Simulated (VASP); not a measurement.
# WSe2 in VASP: a series of runs

The runs below take WSe2 through single point, with PBE+D3(BJ).

All numbers are computed with VASP 6.6.1; they aren't measurements. Logs are shortened: lines on timing, memory, paths and dates and some standing lists are left out, and cuts for length are marked.

## (1) The cell of the first run

The cell holds a slab with vacuum, 6 atoms: a = 3.285 Å, b = 3.285 Å, c = 24.239 Å, α = 90.00°, β = 90.00°, γ = 120.00°.

## (2) Single point, PBE+D3(BJ)

INCAR

```
ALGO = Normal
DIPOL = 0.5 0.5 0.397
EDIFF = 1E-6
ENCUT = 520
GGA = PE
IDIPOL = 3
ISIF = 2
ISMEAR = 0
IVDW = 12
LASPH = T
LCHARG = T
LDIPOL = T
LELF = T
LREAL = F
LVACPOTAV = T
LVHAR = T
LWAVE = F
NBANDS = 35
NELM = 60
PREC = Accurate
SIGMA = 0.05
```

KPOINTS

```
k-points
0
Gamma
  9 9 1
```

POSCAR

```
WSe2
1.0
    3.2854926884      0.0000000000      0.0000000000
   -1.6427463442      2.8453201321      0.0000000000
    0.0000000000      0.0000000000     24.2386466672
Se W
4 2
Direct
    0.3333333333      0.6666666667      0.1856539295
    0.3333333333      0.6666666667      0.3246601777
    0.3333333333      1.0000000000      0.4694702427
    0.3333333333      1.0000000000      0.6084764909
    0.6666666667      0.3333333333      0.2551570536
    0.6666666667      0.6666666667      0.5389733668
```

Potentials or basis: VASP PAW PBE potentials, release 64 (Se, W_sv).

Started as:

```
$ cat potpaw_PBE.64/Se/POTCAR potpaw_PBE.64/W_sv/POTCAR > POTCAR
$ mpirun -np 1 vasp_std > vasp.out
```

OUTCAR:

```text
EDIFF = 1E-6
   ENCUT = 520
   GGA = PE
   ISIF = 2
   ISMEAR = 0
   IVDW = 12
   LASPH = T
   LREAL = F
   NELM = 60
   PREC = Accurate
 IVDW          = 12

 ion  position               nearest neighbor table
   1  0.333  0.667  0.186-   5 2.54   5 2.54   5 2.54
   2  0.333  0.667  0.325-   5 2.54   5 2.54   5 2.54
   3  0.333  0.000  0.469-   6 2.54   6 2.54   6 2.54
   4  0.333  0.000  0.608-   6 2.54   6 2.54   6 2.54
   5  0.667  0.333  0.255-   2 2.54   1 2.54   2 2.54   1 2.54   2 2.54   1 2.54
   6  0.667  0.667  0.539-   3 2.54   4 2.54   3 2.54   4 2.54   3 2.54   4 2.54

  LATTYP: Found a hexagonal cell.
 ALAT       =     3.2854926884
 C/A-ratio  =     7.3774769771

  Lattice vectors:

 A1 = (   3.2854926884,   0.0000000000,   0.0000000000)
 A2 = (  -1.6427463442,   2.8453201321,   0.0000000000)
 A3 = (   0.0000000000,   0.0000000000,  24.2386466672)

Analysis of symmetry for initial positions (statically):
=====================================================================
 Subroutine PRICEL returns:
 Original cell was already a primitive cell.

 Routine SETGRP: Setting up the symmetry group for a
 hexagonal supercell.

 Subroutine GETGRP returns: Found  2 space group operations
 (whereof  1 operations were pure point group operations)
 out of a pool of 24 trial point group operations.

The static configuration has the point symmetry C_1 .
 The point group associated with its full space group is C_2 .

Analysis of symmetry for dynamics (positions and initial velocities):
=====================================================================
 Subroutine PRICEL returns:
 Original cell was already a primitive cell.

 Routine SETGRP: Setting up the symmetry group for a
 hexagonal supercell.

 Subroutine GETGRP returns: Found  2 space group operations
 (whereof  1 operations were pure point group operations)
 out of a pool of 24 trial point group operations.

The dynamic configuration has the point symmetry C_1 .
 The point group associated with its full space group is C_2 .

 Subroutine INISYM returns: Found  2 space group operations
 (whereof  1 operations are pure point group operations),
 and found     1 'primitive' translations

----------------------------------------------------------------------------------------

                                     Primitive cell

  volume of cell :     226.5896

  direct lattice vectors                    reciprocal lattice vectors
     3.285492688  0.000000000  0.000000000     0.304368353  0.175727151  0.000000000
    -1.642746344  2.845320132  0.000000000     0.000000000  0.351454302  0.000000000
     0.000000000  0.000000000 24.238646667     0.000000000  0.000000000  0.041256429

  length of vectors
     3.285492688  3.285492688 24.238646667     0.351454302  0.351454302  0.041256429

  position of ions in fractional coordinates (direct lattice)
     0.333333333  0.666666667  0.185653929
     0.333333333  0.666666667  0.324660178
     0.333333333  0.000000000  0.469470243
     0.333333333  0.000000000  0.608476491
     0.666666667  0.333333333  0.255157054
     0.666666667  0.666666667  0.538973367

  ion indices of the primitive-cell ions
   primitive index   ion index
                 1           1
                 2           2
                 3           3
                 4           4
                 5           5
                 6           6

----------------------------------------------------------------------------------------

 KPOINTS: k-points

Automatic generation of k-mesh.
 Grid dimensions read from file:
 generate k-points for:    9    9    1

 Generating k-lattice:

  Cartesian coordinates                     Fractional coordinates (reciprocal lattice)
     0.033818706  0.019525239  0.000000000     0.111111111  0.000000000  0.000000000
     0.000000000  0.039050478  0.000000000     0.000000000  0.111111111  0.000000000
     0.000000000  0.000000000  0.041256429     0.000000000  0.000000000  1.000000000

  Length of vectors
     0.039050478  0.039050478  0.041256429

  Shift w.r.t. Gamma in fractional coordinates (k-lattice)
     0.000000000  0.000000000  0.000000000

 Subroutine IBZKPT returns following result:
 ===========================================

 Found     25 irreducible k-points:

 Following reciprocal coordinates:
            Coordinates               Weight
  0.000000  0.000000  0.000000      1.000000
  0.111111 -0.000000  0.000000      2.000000
  0.000000  0.111111  0.000000      4.000000
  0.222222 -0.000000  0.000000      2.000000
  0.000000  0.222222  0.000000      4.000000
  0.333333 -0.000000  0.000000      2.000000
[... 16 lines left out ...]
 -0.222222 -0.444444  0.000000      4.000000
  0.444444  0.333333  0.000000      4.000000
   k-points           NKPTS =     25   k-points in BZ     NKDIM =     25   number of bands    NBANDS=     35
   number of dos      NEDOS =    301   number of ions     NIONS =      6
   total plane-waves  NPLWV = 103680
   dimension x,y,z NGX =    24 NGY =   24 NGZ =  180
   dimension x,y,z NGXF=    48 NGYF=   48 NGZF=  360
   ions per type =               4   2
   NGX,Y,Z   is equivalent  to a cutoff of  12.14, 12.14, 12.35 a.u.
   NGXF,Y,Z  is equivalent  to a cutoff of  24.29, 24.29, 24.69 a.u.
 SYSTEM =  unknown system
   PREC   = accura    normal or accurate (medium, high low for compatibility)
   ISTART =      0    job   : 0-new  1-cont  2-samecut
   ICHARG =      2    charge: 1-file 2-atom 10-const
   ISPIN  =      1    spin polarized calculation?
   LNONCOLLINEAR =      F non collinear calculations
   LSORBIT =      F    spin-orbit coupling
   LASPH  =      T    aspherical Exc in radial PAW
   ENCUT  =  520.0 eV  38.22 Ry    6.18 a.u.   6.11  6.11 45.07*2*pi/ulx,y,z
   NELM   =     60;   NELMIN=  2; NELMDL= -5     # of ELM steps
   EDIFF  = 0.1E-05   stopping-criterion for ELM
   LREAL  =      F    real-space projection
   EDIFFG = 0.1E-04   stopping-criterion for IOM
   NSW    =      0    number of steps for IOM
   IBRION =     -1    ionic relax: 0-MD 1-quasi-New 2-CG
   NFREE  =      0    steps in history (QN), initial steepest desc. (CG)
   ISIF   =      2    stress and relaxation
   ISYM   =      2    0-nonsym 1-usesym 2-fastsym
   POTIM  = 0.5000    time-step for ionic-motion
   TEBEG  =    0.0;   TEEND  =   0.0 temperature during run
   PSTRESS=    0.0 pullay stress
   NELECT =      52.0000    total number of electrons
   NUPDOWN=      -1.0000    fix difference up-down
   EMIN   =  10.00;   EMAX   =-10.00  energy-range for DOS
   EFERMI =   0.00;   METHOD = LEGACY
   ISMEAR =     0;   SIGMA  =   0.05  broadening in eV -4-tet -1-fermi 0-gaus
   EFERMI_NEDOS =   21; number of points for ismear=-14 and -15
   IALGO  =     38    algorithm
   IMIX   =      4    mixing-type and parameters
     AMIX     =   0.40;   BMIX     =  1.00
     AMIX_MAG =   1.60;   BMIX_MAG =  1.00
  volume/ion in A,a.u.               =      37.76       254.85
  Fermi-wavevector in a.u.,A,eV,Ry     =   1.002296  1.894065 13.668372  1.004597
  Thomas-Fermi vector in A             =   2.134774
   LORBIT       =      0    0 simple, 1 ext, 2 COOP (PROOUT), +10 PAW based schemes
   GGA     = PE    functional components
   LHFCALC =     F    Hartree Fock is set to
   AEXX    =    0.0000 exact exchange contribution
   IVDW    =    12    specifies the selected vdW correction
   LEPSILON=     F    determine dielectric tensor
   LRPA    =     F    only Hartree local field effects (RPA)
 non-spin polarized calculation
 Gauss-broadening in eV      SIGMA  =   0.05
  energy-cutoff  :      520.00
  volume of cell :      226.59
 maximum number of plane-waves:      6144
   NGX = 13   NGY = 13   NGZ = 91

 dipolmoment           0.000000      0.000000      0.000034 electrons x Angstroem

 number of electron      51.9999987 magnetization

 dipolmoment           0.000000      0.000000     -0.000003 electrons x Angstroem

 Free energy of the ion-electron system (eV)
  ---------------------------------------------------
  ext. energy  EPLUGINS =         0.00000000
  ---------------------------------------------------
  free energy    TOTEN  =       -43.19034341 eV

  energy without entropy =      -43.19034341  energy(sigma->0) =      -43.19034341

 E-fermi :   1.3128     XC(G=0):  -6.2609

 val. band max:        0.8762058011   @ k =   0.3333   0.3333   0.0000
 cond. band min:       2.4167449770   @ k =   0.2222   0.1111   0.0000
 fundamental gap:      1.5405391759
 Fermi energy:         1.3127567410

 k-point     1 :       0.0000    0.0000    0.0000
  band No.  band energies     occupation
      1     -73.1794      2.00000
      2     -73.1793      2.00000
      3     -37.4258      2.00000
      4     -37.4258      2.00000
      5     -37.2910      2.00000
      6     -37.2909      2.00000
[... 27 lines left out ...]
     34       4.0242      0.00000
     35       5.1895      0.00000

 k-point     2 :       0.1111   -0.0000    0.0000
  band No.  band energies     occupation
      1     -73.1782      2.00000
      2     -73.1781      2.00000
      3     -37.4205      2.00000
      4     -37.4205      2.00000
      5     -37.3184      2.00000
      6     -37.3183      2.00000
[... 27 lines left out ...]
     34       4.1663      0.00000
     35       5.6058      0.00000

 k-point     3 :       0.0000    0.1111    0.0000
  band No.  band energies     occupation
      1     -73.1782      2.00000
      2     -73.1781      2.00000
      3     -37.4205      2.00000
      4     -37.4205      2.00000
      5     -37.3187      2.00000
      6     -37.3183      2.00000
[... 27 lines left out ...]
     34       4.1600      0.00000
     35       5.6081      0.00000
[... 723 lines left out ...]
 k-point    23 :      -0.2222   -0.4444    0.0000
  band No.  band energies     occupation
      1     -73.1682      2.00000
      2     -73.1682      2.00000
      3     -37.4893      2.00000
      4     -37.4890      2.00000
      5     -37.4008      2.00000
      6     -37.4005      2.00000
[... 27 lines left out ...]
     34       5.5852      0.00000
     35       6.2703      0.00000

 k-point    24 :       0.4444    0.3333    0.0000
  band No.  band energies     occupation
      1     -73.1682      2.00000
      2     -73.1682      2.00000
      3     -37.4893      2.00000
      4     -37.4888      2.00000
      5     -37.4010      2.00000
      6     -37.4005      2.00000
[... 27 lines left out ...]
     34       5.5961      0.00000
     35       6.2676      0.00000

 [... further k-points ...]

------------------------ aborting loop because EDIFF is reached ----------------------------------------

 Edisp (eV)   -2.32097

 E8    (eV) :    -1.0668

  FORCE on cell =-STRESS in cart. coord.  units (eV):
  Direction    XX          YY          ZZ          XY          YZ          ZX
  --------------------------------------------------------------------------------------
  -------------------------------------------------------------------------------------
  Total      -0.01689     0.03235    -0.11119    -0.04264     0.17903    -0.10336
  in kB      -0.11943     0.22875    -0.78621    -0.30153     1.26591    -0.73087
  external pressure =       -0.23 kB  Pullay stress =        0.00 kB

 VOLUME and BASIS-vectors are now :
 -----------------------------------------------------------------------------
  energy-cutoff  :      520.00
  volume of cell :      226.59
      direct lattice vectors                 reciprocal lattice vectors
     3.285492688  0.000000000  0.000000000     0.304368353  0.175727151  0.000000000
    -1.642746344  2.845320132  0.000000000     0.000000000  0.351454302  0.000000000
     0.000000000  0.000000000 24.238646667     0.000000000  0.000000000  0.041256429

 POSITION                                       TOTAL-FORCE (eV/Angst)
 -----------------------------------------------------------------------------------
     -0.00000      1.89688      4.50000         0.000920      0.001258     -0.039060
     -0.00000      1.89688      7.86932         0.018418     -0.035590      0.076002
      1.09516      0.00000     11.37932        -0.021613      0.033746     -0.076002
      1.09516      0.00000     14.74865         0.001550      0.000167      0.039060
      1.64275      0.94844      6.18466         0.005598     -0.008859      0.028258
      1.09516      1.89688     13.06399        -0.004873      0.009277     -0.028258
 -----------------------------------------------------------------------------------
    total drift:                                0.000174      0.000101     -0.000095

  FREE ENERGIE OF THE ION-ELECTRON SYSTEM (eV)
  ---------------------------------------------------
  free  energy   TOTEN  =       -45.5113181498 eV

  energy  without entropy=      -45.5113181498  energy(sigma->0) =      -45.51131815

 vacuum level on the upper side and lower side of the slab         5.923         5.923
```

Run time: 2 min. Hardware: 1 thread of Intel Xeon 6975P-C (Granite Rapids), shared host; peak memory 0.41 GiB.

Results:

```
Free energy                : -45.5113 eV
Largest force              : 0.086 eV/Å
Band gap on the k mesh     : 1.54 eV, indirect (least direct gap 1.65 eV)
Dispersion energy per atom : -0.387 eV
```

Forces on the atoms (eV/Å):
```
Se   0.001  0.001 -0.039
Se   0.018 -0.036  0.076
Se  -0.022  0.034 -0.076
Se   0.002  0.000  0.039
W    0.006 -0.009  0.028
W   -0.005  0.009 -0.028
```

Caveat: spin-orbit coupling is left out, which moves the levels of the heavy elements.

## (3) Single point, PBE+D3(BJ)

INCAR

```
SYSTEM = WSe2
PREC = Accurate
ENCUT = 520
EDIFF = 1E-7
ISMEAR = 0
SIGMA = 0.05
LREAL = .FALSE.
LASPH = .TRUE.
NELM = 100
ALGO = Normal
ISIF = 2
LWAVE = .FALSE.
LCHARG = .TRUE.
LDIPOL = .TRUE.
IDIPOL = 3
DIPOL = 0.5 0.5 0.397
GGA = PE
IVDW = 12
LELF = .TRUE.
LVHAR = .TRUE.
LVACPOTAV = .TRUE.
NBANDS = 35
```

KPOINTS

```
regular mesh
0
G
  9 9 1
  0 0 0
```

POSCAR

```
WSe2
1.0
    3.2854926884      0.0000000000      0.0000000000
   -1.6427463442      2.8453201321      0.0000000000
    0.0000000000      0.0000000000     24.2386466672
Se W
4 2
Direct
    0.3333333333      0.6666666667      0.1856539295
    0.3333333333      0.6666666667      0.3246601777
    0.3333333333      0.8333333333      0.4694702427
    0.3333333333      0.8333333333      0.6084764909
    0.6666666667      0.3333333333      0.2551570536
    0.6666666667      0.5000000000      0.5389733668
```

Potentials or basis: VASP PAW PBE potentials, release 64 (Se, W_sv).

Started as:

```
$ cat potpaw_PBE.64/Se/POTCAR potpaw_PBE.64/W_sv/POTCAR > POTCAR
$ mpirun -np 1 vasp_std > vasp.out
```

Wall time 2.1 min (1 thread of Intel Xeon 6975P-C (Granite Rapids), shared host); peak memory 0.41 GiB.

Results (log left out):

| Item | Value |
| --- | --- |
| Free energy | -45.4804 eV |
| Largest force | 0.042 eV/Å |
| Band gap on the k mesh | 1.52 eV, indirect (least direct gap 1.64 eV) |
| Dispersion energy per atom | -0.387 eV |

Forces in eV/Å, atoms in the order of the input:
```
Se   0.000  0.001 -0.041
Se   0.021 -0.037 -0.001
Se  -0.022  0.036  0.001
Se   0.001  0.000  0.041
W    0.005 -0.009  0.012
W   -0.005  0.009 -0.012
```

Levels at points of the mesh, in eV from the valence-band top:
| k point | band 23 | band 24 | band 25 | band 26 | band 27 | band 28 | band 29 | band 30 |
| --- | --- | --- | --- | --- | --- | --- | --- | --- |
| (0.00, 0.00, 0.00) | -1.19 | -1.19 | -0.62 | -0.08 | 2.92 | 2.94 | 2.97 | 2.98 |

Caveat: spin-orbit coupling is left out, which moves the levels of the heavy elements.
